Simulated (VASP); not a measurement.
# BaF2 (Fm-3m) in VASP: single point with PBE

Aim: the single point of BaF2 with PBE.

All numbers are computed with VASP 6.6.1; they aren't measurements. Logs are shortened: lines on timing, memory, paths and dates and some standing lists are left out, and cuts for length are marked.

## Step 1: The cell of the first run

The structure is cubic, space group Fm-3m (No. 225). Conventional cell: a = 5.985 Å, b = 5.985 Å, c = 5.985 Å, α = 90.00°, β = 90.00°, γ = 90.00°. Ba (site symmetry m-3m) has 8 F at 2.59 Å within 3.4 Å. F (site symmetry -43m) has 4 Ba at 2.59 Å and 6 F at 2.99 Å within 3.4 Å.

## Step 2: Single point, PBE (17.87 Å³/atom)

INCAR

```
SYSTEM = BaF2
  PREC = Accurate
  ENCUT = 1350
  EDIFF = 1E-6
  ISMEAR = 0
  SIGMA = 0.02
  LREAL = .FALSE.
  LASPH = .TRUE.
  NELM = 120
  ALGO = Normal
  ISIF = 2
  LWAVE = .FALSE.
  LCHARG = .TRUE.
  GGA = PE
  LELF = .TRUE.
  LVHAR = .TRUE.
  NBANDS = 19
  GGA_COMPAT = .FALSE.
```

KPOINTS

```
regular mesh
0
G
  6 6 6
  0 0 0
```

POSCAR

```
BaF2
1.0
    0.0000000000      2.9927217570      2.9927217570
    2.9927217570      0.0000000000      2.9927217570
    2.9927217570      2.9927217570      0.0000000000
Ba F
1 2
Direct
    0.0000000000      0.0000000000      0.0000000000
    0.2500000000      0.2500000000      0.2500000000
    0.7500000000      0.7500000000      0.7500000000
```

Potentials or basis: VASP PAW PBE potentials, release 64 (Ba_sv, F_h).

Started as:

```console
cat potpaw_PBE.64/Ba_sv/POTCAR potpaw_PBE.64/F_h/POTCAR > POTCAR
mpirun -np 1 vasp_std > vasp.out
```

OUTCAR:

```text
SYSTEM = BaF2
   PREC = Accurate
   ENCUT = 1350
   EDIFF = 1E-6
   ISMEAR = 0
   LREAL = .FALSE.
   LASPH = .TRUE.
   NELM = 120
   ISIF = 2
   GGA = PE

 ion  position               nearest neighbor table
   1  0.000  0.000  0.000-   3 2.59   3 2.59   3 2.59   2 2.59   3 2.59   2 2.59   2 2.59   2 2.59

   2  0.250  0.250  0.250-   1 2.59   1 2.59   1 2.59   1 2.59
   3  0.750  0.750  0.750-   1 2.59   1 2.59   1 2.59   1 2.59

  LATTYP: Found a face centered cubic cell.
 ALAT       =     5.9854435140

  Lattice vectors:

 A1 = (   0.0000000000,   2.9927217570,   2.9927217570)
 A2 = (   2.9927217570,   0.0000000000,   2.9927217570)
 A3 = (   2.9927217570,   2.9927217570,   0.0000000000)

Analysis of symmetry for initial positions (statically):
=====================================================================
 Subroutine PRICEL returns:
 Original cell was already a primitive cell.

 Routine SETGRP: Setting up the symmetry group for a
 face centered cubic supercell.

 Subroutine GETGRP returns: Found 48 space group operations
 (whereof 48 operations were pure point group operations)
 out of a pool of 48 trial point group operations.

The static configuration has the point symmetry O_h .

Analysis of symmetry for dynamics (positions and initial velocities):
=====================================================================
 Subroutine PRICEL returns:
 Original cell was already a primitive cell.

 Routine SETGRP: Setting up the symmetry group for a
 face centered cubic supercell.

 Subroutine GETGRP returns: Found 48 space group operations
 (whereof 48 operations were pure point group operations)
 out of a pool of 48 trial point group operations.

The dynamic configuration has the point symmetry O_h .

 Subroutine INISYM returns: Found 48 space group operations
 (whereof 48 operations are pure point group operations),
 and found     1 'primitive' translations

----------------------------------------------------------------------------------------

                                     Primitive cell

  volume of cell :      53.6079

  direct lattice vectors                    reciprocal lattice vectors
     0.000000000  2.992721757  2.992721757    -0.167071997  0.167071997  0.167071997
     2.992721757  0.000000000  2.992721757     0.167071997 -0.167071997  0.167071997
     2.992721757  2.992721757  0.000000000     0.167071997  0.167071997 -0.167071997

  length of vectors
     4.232347697  4.232347697  4.232347697     0.289377187  0.289377187  0.289377187

  position of ions in fractional coordinates (direct lattice)
     0.000000000  0.000000000  0.000000000
     0.250000000  0.250000000  0.250000000
     0.750000000  0.750000000  0.750000000

  ion indices of the primitive-cell ions
   primitive index   ion index
                 1           1
                 2           2
                 3           3

----------------------------------------------------------------------------------------

 KPOINTS: regular mesh

Automatic generation of k-mesh.
 Grid dimensions read from file:
 generate k-points for:    6    6    6

 Generating k-lattice:

  Cartesian coordinates                     Fractional coordinates (reciprocal lattice)
    -0.027845333  0.027845333  0.027845333     0.166666667  0.000000000  0.000000000
     0.027845333 -0.027845333  0.027845333     0.000000000  0.166666667  0.000000000
     0.027845333  0.027845333 -0.027845333     0.000000000  0.000000000  0.166666667

  Length of vectors
     0.048229531  0.048229531  0.048229531

  Shift w.r.t. Gamma in fractional coordinates (k-lattice)
     0.000000000  0.000000000  0.000000000

 Subroutine IBZKPT returns following result:
 ===========================================

 Found     16 irreducible k-points:

 Following reciprocal coordinates:
            Coordinates               Weight
  0.000000  0.000000  0.000000      1.000000
  0.166667  0.000000  0.000000      8.000000
  0.333333  0.000000  0.000000      8.000000
  0.500000  0.000000  0.000000      4.000000
  0.166667  0.166667  0.000000      6.000000
  0.333333  0.166667  0.000000     24.000000
[... 8 lines left out ...]
 -0.333333  0.333333  0.166667     24.000000
 -0.333333  0.500000  0.166667     12.000000
   k-points           NKPTS =     16   k-points in BZ     NKDIM =     16   number of bands    NBANDS=     19
   number of dos      NEDOS =    301   number of ions     NIONS =      3
   total plane-waves  NPLWV = 157464
   dimension x,y,z NGX =    54 NGY =   54 NGZ =   54
   dimension x,y,z NGXF=   108 NGYF=  108 NGZF=  108
   ions per type =               1   2
   NGX,Y,Z   is equivalent  to a cutoff of  21.21, 21.21, 21.21 a.u.
   NGXF,Y,Z  is equivalent  to a cutoff of  42.42, 42.42, 42.42 a.u.
 SYSTEM =  BaF2
   PREC   = accura    normal or accurate (medium, high low for compatibility)
   ISTART =      0    job   : 0-new  1-cont  2-samecut
   ICHARG =      2    charge: 1-file 2-atom 10-const
   ISPIN  =      1    spin polarized calculation?
   LNONCOLLINEAR =      F non collinear calculations
   LSORBIT =      F    spin-orbit coupling
   LASPH  =      T    aspherical Exc in radial PAW
   ENCUT  = 1350.0 eV  99.22 Ry    9.96 a.u.  12.68 12.68 12.68*2*pi/ulx,y,z
   NELM   =    120;   NELMIN=  2; NELMDL= -5     # of ELM steps
   EDIFF  = 0.1E-05   stopping-criterion for ELM
   LREAL  =      F    real-space projection
   EDIFFG = 0.1E-04   stopping-criterion for IOM
   NSW    =      0    number of steps for IOM
   IBRION =     -1    ionic relax: 0-MD 1-quasi-New 2-CG
   NFREE  =      0    steps in history (QN), initial steepest desc. (CG)
   ISIF   =      2    stress and relaxation
   ISYM   =      2    0-nonsym 1-usesym 2-fastsym
   POTIM  = 0.5000    time-step for ionic-motion
   TEBEG  =    0.0;   TEEND  =   0.0 temperature during run
   PSTRESS=    0.0 pullay stress
   NELECT =      24.0000    total number of electrons
   NUPDOWN=      -1.0000    fix difference up-down
   EMIN   =  10.00;   EMAX   =-10.00  energy-range for DOS
   EFERMI =   0.00;   METHOD = LEGACY
   ISMEAR =     0;   SIGMA  =   0.02  broadening in eV -4-tet -1-fermi 0-gaus
   EFERMI_NEDOS =   21; number of points for ismear=-14 and -15
   IALGO  =     38    algorithm
   IMIX   =      4    mixing-type and parameters
     AMIX     =   0.40;   BMIX     =  1.00
     AMIX_MAG =   1.60;   BMIX_MAG =  1.00
  volume/ion in A,a.u.               =      17.87       120.59
  Fermi-wavevector in a.u.,A,eV,Ry     =   1.252378  2.366652 21.340081  1.568452
  Thomas-Fermi vector in A             =   2.386282
   LORBIT       =      0    0 simple, 1 ext, 2 COOP (PROOUT), +10 PAW based schemes
   GGA     = PE    functional components
   LHFCALC =     F    Hartree Fock is set to
   AEXX    =    0.0000 exact exchange contribution
   IVDW    =     0    specifies the selected vdW correction
   LEPSILON=     F    determine dielectric tensor
   LRPA    =     F    only Hartree local field effects (RPA)
 non-spin polarized calculation
 Gauss-broadening in eV      SIGMA  =   0.02
  energy-cutoff  :     1350.00
  volume of cell :       53.61
 maximum number of plane-waves:      6062
 NGX is ok and might be reduce to    54
   NGX = 25   NGY = 25   NGZ = 25

 number of electron      24.0000001 magnetization

 Free energy of the ion-electron system (eV)
  ---------------------------------------------------
  ext. energy  EPLUGINS =         0.00000000
  ---------------------------------------------------
  free energy    TOTEN  =       -16.88001282 eV

  energy without entropy =      -16.88001282  energy(sigma->0) =      -16.88001282

 E-fermi :  -1.1364     XC(G=0):  -9.1948

 val. band max:       -1.2955916512   @ k =  -0.3333   0.1667   0.0000
 cond. band min:       5.9611113208   @ k =   0.0000   0.0000   0.0000
 fundamental gap:      7.2567029720
 Fermi energy:        -1.1363587363

 k-point     1 :       0.0000    0.0000    0.0000
  band No.  band energies     occupation
      1     -24.1955      2.00000
      2     -20.3976      2.00000
      3     -20.1372      2.00000
      4      -8.8170      2.00000
      5      -8.8170      2.00000
      6      -8.8170      2.00000
[... 11 lines left out ...]
     18      10.9807      0.00000
     19      14.8856      0.00000

 k-point     2 :       0.1667    0.0000    0.0000
  band No.  band energies     occupation
      1     -24.1071      2.00000
      2     -20.4350      2.00000
      3     -20.2489      2.00000
      4      -8.8889      2.00000
      5      -8.8817      2.00000
      6      -8.8817      2.00000
[... 11 lines left out ...]
     18      10.9957      0.00000
     19      13.8403      0.00000

 k-point     3 :       0.3333    0.0000    0.0000
  band No.  band energies     occupation
      1     -23.9108      2.00000
      2     -20.5969      2.00000
      3     -20.4052      2.00000
      4      -9.0032      2.00000
      5      -9.0032      2.00000
      6      -9.0015      2.00000
[... 11 lines left out ...]
     18      11.0619      0.00000
     19      13.0963      0.00000

 k-point     4 :       0.5000    0.0000    0.0000
  band No.  band energies     occupation
      1     -23.7998      2.00000
      2     -20.7316      2.00000
      3     -20.4425      2.00000
      4      -9.0605      2.00000
      5      -9.0605      2.00000
      6      -9.0457      2.00000
[... 231 lines left out ...]
     18      12.0616      0.00000
     19      14.1458      0.00000

 k-point    15 :      -0.3333    0.3333    0.1667
  band No.  band energies     occupation
      1     -23.6880      2.00000
      2     -20.7094      2.00000
      3     -20.6352      2.00000
      4      -9.3506      2.00000
      5      -9.0004      2.00000
      6      -8.9975      2.00000
[... 11 lines left out ...]
     18      12.9575      0.00000
     19      13.9145      0.00000

 k-point    16 :      -0.3333    0.5000    0.1667
  band No.  band energies     occupation
      1     -23.6480      2.00000
      2     -20.7678      2.00000
      3     -20.6346      2.00000
      4      -9.4339      2.00000
      5      -9.1959      2.00000
      6      -8.7608      2.00000
[... 11 lines left out ...]
     18      14.2689      0.00000
     19      14.6588      0.00000

------------------------ aborting loop because EDIFF is reached ----------------------------------------

  FORCE on cell =-STRESS in cart. coord.  units (eV):
  Direction    XX          YY          ZZ          XY          YZ          ZX
  --------------------------------------------------------------------------------------
  -------------------------------------------------------------------------------------
  Total        3.6703568      3.6703568      3.6703568      0.0000000      0.0000000     -0.0000000
  in kB      109.6957625    109.6957625    109.6957625      0.0000000      0.0000000     -0.0000000
  external PRESSURE =     109.6957625 kB  Pullay stress =       0.0000000 kB

 VOLUME and BASIS-vectors are now :
 -----------------------------------------------------------------------------
  energy-cutoff  :     1350.00
  volume of cell :       53.61
      direct lattice vectors                 reciprocal lattice vectors
     0.000000000  2.992721757  2.992721757    -0.167071997  0.167071997  0.167071997
     2.992721757  0.000000000  2.992721757     0.167071997 -0.167071997  0.167071997
     2.992721757  2.992721757  0.000000000     0.167071997  0.167071997 -0.167071997

 POSITION                                       TOTAL-FORCE (eV/Angst)
 -----------------------------------------------------------------------------------
      0.00000      0.00000      0.00000         0.000000     -0.000000     -0.000000
      1.49636      1.49636      1.49636        -0.000000     -0.000000     -0.000000
      4.48908      4.48908      4.48908         0.000000      0.000000      0.000000
 -----------------------------------------------------------------------------------
    total drift:                                0.000000      0.000000      0.000000

  FREE ENERGIE OF THE ION-ELECTRON SYSTEM (eV)
  ---------------------------------------------------
  free  energy   TOTEN  =       -16.8800128177 eV

  energy  without entropy=      -16.8800128177  energy(sigma->0) =      -16.88001282
```

Run time: 84 s. Hardware: 1 thread of Intel Xeon Platinum 8259CL at 2.50GHz (Skylake/Cascade Lake), shared host; peak memory 0.41 GiB.

Results:

```yaml
Free_energy: -16.8800 eV
Pressure: 11.0 GPa
Band_gap_on_the_k_mesh: 7.26 eV (least direct gap 7.37 eV)
```

Caveat: the cell stands under pressure; spin-orbit coupling is left out, which moves the levels of the heavy elements. A k mesh can miss the band edges.
